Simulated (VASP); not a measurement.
# Ni (Pm-3m) in VASP: relaxation of cell and atoms with PBE

Aim: the relaxation of cell and atoms of Ni with PBE.

Program: VASP 6.6.1. These are calculated values, not measurements. Logs are shortened: lines on timing, memory, paths and dates and some standing lists are left out, and cuts for length are marked.

### Step 1. The cell of the first run

The structure is cubic, space group Pm-3m (No. 221). Conventional cell: a = 2.334 Å, b = 2.334 Å, c = 2.334 Å, α = 90.00°, β = 90.00°, γ = 90.00°. Within 3.1 Å of Ni (site symmetry m-3m) lie 6 Ni at 2.33 Å.

This isn't the form of Ni at room conditions, which is fcc.

### Step 2. Relaxation of cell and atoms, PBE, collinear spin, ferromagnetic start, target pressure -0.94 GPa, at which the enthalpy is minimised

The input, INCAR:

```
SYSTEM = Ni
ALGO = Normal ; EDIFF = 1E-6
EDIFFG = -0.005 ; ENCUT = 600
GGA = PE ; IBRION = 2
ISIF = 3 ; ISMEAR = -1
ISPIN = 2 ; LASPH = .TRUE.
LCHARG = .FALSE. ; LMAXMIX = 4
LORBIT = 11 ; LREAL = .FALSE.
LWAVE = .FALSE. ; MAGMOM = 1
NELM = 150 ; NSW = 32
PREC = Accurate ; PSTRESS = -9.399999999999999
SIGMA = 0.05
```

The input, KPOINTS:

```
k-points
0
G
  17 17 17
  0 0 0
```

The input, POSCAR:

```
Ni
1.0
    2.3341517497      0.0000000000      0.0000000000
    0.0000000000      2.3341517497      0.0000000000
    0.0000000000      0.0000000000      2.3341517497
Ni
1
Direct
    0.0000000000      0.0000000000      0.0000000000
```

Potentials or basis: VASP PAW PBE potentials, release 64 (Ni).

On the command line:

```console
$ cat potpaw_PBE.64/Ni/POTCAR > POTCAR
$ mpirun -np 1 vasp_std > vasp.out
```

OUTCAR:

```text
SYSTEM = Ni
   EDIFF = 1E-6
   EDIFFG = -0.005
   ENCUT = 600
   GGA = PE
   IBRION = 2
   ISIF = 3
   ISMEAR = -1
   ISPIN = 2
   LASPH = .TRUE.
   LORBIT = 11
   LREAL = .FALSE.
   NELM = 150
   NSW = 32
   PREC = Accurate
   PSTRESS = -9.399999999999999

 ion  position               nearest neighbor table
   1  0.000  0.000  0.000-

  LATTYP: Found a simple cubic cell.
 ALAT       =     2.3341517497

  Lattice vectors:

 A1 = (   2.3341517497,   0.0000000000,   0.0000000000)
 A2 = (   0.0000000000,   2.3341517497,   0.0000000000)
 A3 = (   0.0000000000,   0.0000000000,   2.3341517497)

Analysis of symmetry for initial positions (statically):
=====================================================================
 Subroutine PRICEL returns:
 Original cell was already a primitive cell.

 Routine SETGRP: Setting up the symmetry group for a
 simple cubic supercell.

 Subroutine GETGRP returns: Found 48 space group operations
 (whereof 48 operations were pure point group operations)
 out of a pool of 48 trial point group operations.

The static configuration has the point symmetry O_h .

Analysis of symmetry for dynamics (positions and initial velocities):
=====================================================================
 Subroutine PRICEL returns:
 Original cell was already a primitive cell.

 Routine SETGRP: Setting up the symmetry group for a
 simple cubic supercell.

 Subroutine GETGRP returns: Found 48 space group operations
 (whereof 48 operations were pure point group operations)
 out of a pool of 48 trial point group operations.

The dynamic configuration has the point symmetry O_h .

Analysis of structural, dynamic, and magnetic symmetry:
=====================================================================
 Subroutine PRICEL returns:
 Original cell was already a primitive cell.

 Routine SETGRP: Setting up the symmetry group for a
 simple cubic supercell.

 Subroutine GETGRP returns: Found 48 space group operations
 (whereof 48 operations were pure point group operations)
 out of a pool of 48 trial point group operations.

The overall configuration has the point symmetry O_h .

 Subroutine INISYM returns: Found 48 space group operations
 (whereof 48 operations are pure point group operations),
 and found     1 'primitive' translations

----------------------------------------------------------------------------------------

                                     Primitive cell

  volume of cell :      12.7171

  direct lattice vectors                    reciprocal lattice vectors
     2.334151750  0.000000000  0.000000000     0.428421160  0.000000000  0.000000000
     0.000000000  2.334151750  0.000000000     0.000000000  0.428421160  0.000000000
     0.000000000  0.000000000  2.334151750     0.000000000  0.000000000  0.428421160

  length of vectors
     2.334151750  2.334151750  2.334151750     0.428421160  0.428421160  0.428421160

  position of ions in fractional coordinates (direct lattice)
     0.000000000  0.000000000  0.000000000

  ion indices of the primitive-cell ions
   primitive index   ion index
                 1           1

----------------------------------------------------------------------------------------

 KPOINTS: k-points

Automatic generation of k-mesh.
 Grid dimensions read from file:
 generate k-points for:   17   17   17

 Generating k-lattice:

  Cartesian coordinates                     Fractional coordinates (reciprocal lattice)
     0.025201245  0.000000000  0.000000000     0.058823529  0.000000000  0.000000000
     0.000000000  0.025201245  0.000000000     0.000000000  0.058823529  0.000000000
     0.000000000  0.000000000  0.025201245     0.000000000  0.000000000  0.058823529

  Length of vectors
     0.025201245  0.025201245  0.025201245

  Shift w.r.t. Gamma in fractional coordinates (k-lattice)
     0.000000000  0.000000000  0.000000000

 Subroutine IBZKPT returns following result:
 ===========================================

 Found    165 irreducible k-points:

 Following reciprocal coordinates:
            Coordinates               Weight
  0.000000  0.000000  0.000000      1.000000
  0.058824  0.000000  0.000000      6.000000
  0.117647  0.000000  0.000000      6.000000
  0.176471  0.000000  0.000000      6.000000
  0.235294  0.000000  0.000000      6.000000
  0.294118  0.000000  0.000000      6.000000
[... 16 lines left out ...]
  0.411765  0.117647  0.000000     24.000000
  0.470588  0.117647  0.000000     24.000000
 [... further k-points ...]
   k-points           NKPTS =    165   k-points in BZ     NKDIM =    165   number of bands    NBANDS=     10
   number of dos      NEDOS =    301   number of ions     NIONS =      1
   total plane-waves  NPLWV =   8000
   dimension x,y,z NGX =    20 NGY =   20 NGZ =   20
   dimension x,y,z NGXF=    40 NGYF=   40 NGZF=   40
   ions per type =               1
   NGX,Y,Z   is equivalent  to a cutoff of  14.24, 14.24, 14.24 a.u.
   NGXF,Y,Z  is equivalent  to a cutoff of  28.49, 28.49, 28.49 a.u.
 SYSTEM =  Ni
   PREC   = accura    normal or accurate (medium, high low for compatibility)
   ISTART =      0    job   : 0-new  1-cont  2-samecut
   ICHARG =      2    charge: 1-file 2-atom 10-const
   ISPIN  =      2    spin polarized calculation?
   LNONCOLLINEAR =      F non collinear calculations
   LSORBIT =      F    spin-orbit coupling
   LASPH  =      T    aspherical Exc in radial PAW
   ENCUT  =  600.0 eV  44.10 Ry    6.64 a.u.   4.66  4.66  4.66*2*pi/ulx,y,z
   NELM   =    150;   NELMIN=  2; NELMDL= -5     # of ELM steps
   EDIFF  = 0.1E-05   stopping-criterion for ELM
   LREAL  =      F    real-space projection
   EDIFFG = -.5E-02   stopping-criterion for IOM
   NSW    =     32    number of steps for IOM
   IBRION =      2    ionic relax: 0-MD 1-quasi-New 2-CG
   NFREE  =      1    steps in history (QN), initial steepest desc. (CG)
   ISIF   =      3    stress and relaxation
   ISYM   =      2    0-nonsym 1-usesym 2-fastsym
   POTIM  = 0.5000    time-step for ionic-motion
   TEBEG  =    0.0;   TEEND  =   0.0 temperature during run
   PSTRESS=   -9.4 pullay stress
   NELECT =      10.0000    total number of electrons
   NUPDOWN=      -1.0000    fix difference up-down
   EMIN   =  10.00;   EMAX   =-10.00  energy-range for DOS
   EFERMI =   0.00;   METHOD = LEGACY
   ISMEAR =    -1;   SIGMA  =   0.05  broadening in eV -4-tet -1-fermi 0-gaus
   EFERMI_NEDOS =   21; number of points for ismear=-14 and -15
   IALGO  =     38    algorithm
   IMIX   =      4    mixing-type and parameters
     AMIX     =   0.40;   BMIX     =  1.00
     AMIX_MAG =   1.60;   BMIX_MAG =  1.00
  volume/ion in A,a.u.               =      12.72        85.82
  Fermi-wavevector in a.u.,A,eV,Ry     =   1.511051  2.855472 31.065838  2.283275
  Thomas-Fermi vector in A             =   2.621159
   LORBIT       =     11    0 simple, 1 ext, 2 COOP (PROOUT), +10 PAW based schemes
   GGA     = PE    functional components
   LHFCALC =     F    Hartree Fock is set to
   AEXX    =    0.0000 exact exchange contribution
   IVDW    =     0    specifies the selected vdW correction
   LEPSILON=     F    determine dielectric tensor
   LRPA    =     F    only Hartree local field effects (RPA)
 conjugate gradient relaxation of ions
 spin polarized calculation
  energy-cutoff  :      600.00
  volume of cell :       12.72
 maximum number of plane-waves:       445
 NGX is ok and might be reduce to    20
   NGX =  9   NGY =  9   NGZ =  9

--------------------------------------- Ionic step        1  -------------------------------------------

 number of electron      10.0000000 magnetization       1.0000000

 number of electron       9.9999987 magnetization       0.5082122

 Free energy of the ion-electron system (eV)
  ---------------------------------------------------
  ext. energy  EPLUGINS =         0.00000000
  ---------------------------------------------------
  free energy    TOTEN  =        -4.78172609 eV

  energy without entropy =       -4.76472936  energy(sigma->0) =       -4.77322773

------------------------ aborting loop because EDIFF is reached ----------------------------------------

  FORCE on cell =-STRESS in cart. coord.  units (eV):
  Direction    XX          YY          ZZ          XY          YZ          ZX
  --------------------------------------------------------------------------------------
  -------------------------------------------------------------------------------------
  Total       -0.0948603     -0.0948603     -0.0948603      0.0000000      0.0000000     -0.0000000
  in kB      -11.9510961    -11.9510961    -11.9510961      0.0000000      0.0000000     -0.0000000
  external PRESSURE =      -2.5510961 kB  Pullay stress =      -9.4000000 kB
[... 59 lines left out ...]
  enthalpy is  TOTEN    =        -4.8563540597 eV   P V=       -0.0743928453

--------------------------------------- Ionic step        3  -------------------------------------------

 number of electron       9.9999987 magnetization       0.5048400

 Free energy of the ion-electron system (eV)
  ---------------------------------------------------
  ext. energy  EPLUGINS =         0.00000000
  ---------------------------------------------------
  free energy    TOTEN  =        -4.78189601 eV

  energy without entropy =       -4.76499021  energy(sigma->0) =       -4.77344311

 E-fermi :   7.3732     XC(G=0): -12.2714

 val. band max:        7.3708153558   @ k =   0.1765   0.1176   0.1176
 cond. band min:       7.3754688284   @ k =   0.2941   0.1765   0.0588
 fundamental gap:      0.0046534726
 Fermi energy:         7.3732279788

 spin component 1

 k-point     1 :       0.0000    0.0000    0.0000
  band No.  band energies     occupation
      1      -0.5625      1.00000
      2       3.8445      1.00000
      3       3.8445      1.00000
      4       7.0147      0.99923
      5       7.0147      0.99923
      6       7.0147      0.99923
      7      26.7028      0.00000
      8      26.7028      0.00000
      9      26.7028      0.00000
     10      30.4887      0.00000
[... 287 lines left out ...]
 k-point    24 :       0.4706    0.1176    0.0000
  band No.  band energies     occupation
      1       3.7492      1.00000
      2       4.4519      1.00000
      3       5.0390      1.00000
      4       6.0355      1.00000
      5       6.9787      0.99963
      6       7.4839      0.09858
      7      11.1908      0.00000
      8      28.6772      0.00000
      9      30.6057      0.00000
     10      33.2438      0.00000

 [... further k-points ...]

 spin component 2

 k-point     1 :       0.0000    0.0000    0.0000
  band No.  band energies     occupation
      1      -0.5477      1.00000
      2       4.2466      1.00000
      3       4.2466      1.00000
      4       7.6371      0.00508
      5       7.6371      0.00508
      6       7.6371      0.00508
      7      26.7678      0.00000
      8      26.7678      0.00000
      9      26.7678      0.00000
     10      30.5619      0.00000
[... 327 lines left out ...]
  FREE ENERGIE OF THE ION-ELECTRON SYSTEM (eV)
  ---------------------------------------------------
  free  energy   TOTEN  =        -4.7818960149 eV

  energy  without entropy=       -4.7649902112  energy(sigma->0) =       -4.77344311

  enthalpy is  TOTEN    =        -4.8563579895 eV   P V=       -0.0744619746

 reached required accuracy - stopping structural energy minimisation

 total charge

# of ion       s       p       d       tot
------------------------------------------
    1        0.506   0.381   8.353   9.239

 magnetization (x)

# of ion       s       p       d       tot
------------------------------------------
    1       -0.000  -0.003   0.515   0.511
```

It took 67 s on 1 thread of Intel Xeon 6975P-C (Granite Rapids), shared host; peak memory 0.16 GiB.

What came out:

* Free energy: -4.7819 eV
* Relaxed volume: 12.69 Å³/atom
* Relaxed cell: a = 2.333 Å, b = 2.333 Å, c = 2.333 Å, α = 90.00°, β = 90.00°, γ = 90.00°
* Space group after relaxing (to 0.1 Å): Pm-3m (No. 221)
* Energy change on relaxing (the run minimises the enthalpy): -0.2 meV/atom
* Ionic steps: 3
* Pressure after relaxing: -0.9 GPa
* Net moment: 0.50 μB per cell
* Site moments: Ni +0.51 μB
* Valence electrons inside the program's atomic spheres: Ni 9.24

Step by step:
```tsv
step	energy change (eV)	largest force (eV/Å)	pressure (GPa)	volume (Å³)
1	0.0000	0.0000	-1.20	12.72
2	-0.0002	0.0000	-0.70	12.68
3	-0.0002	0.0000	-0.91	12.69
```

Final structure:
```
CELL_PARAMETERS angstrom
2.33259 0.00000 0.00000
0.00000 2.33259 0.00000
0.00000 0.00000 2.33259
ATOMIC_POSITIONS crystal
Ni 0.00000 0.00000 0.00000
```

Caveat: the cell is relaxed towards a set pressure, so the run minimises the enthalpy, not the energy.
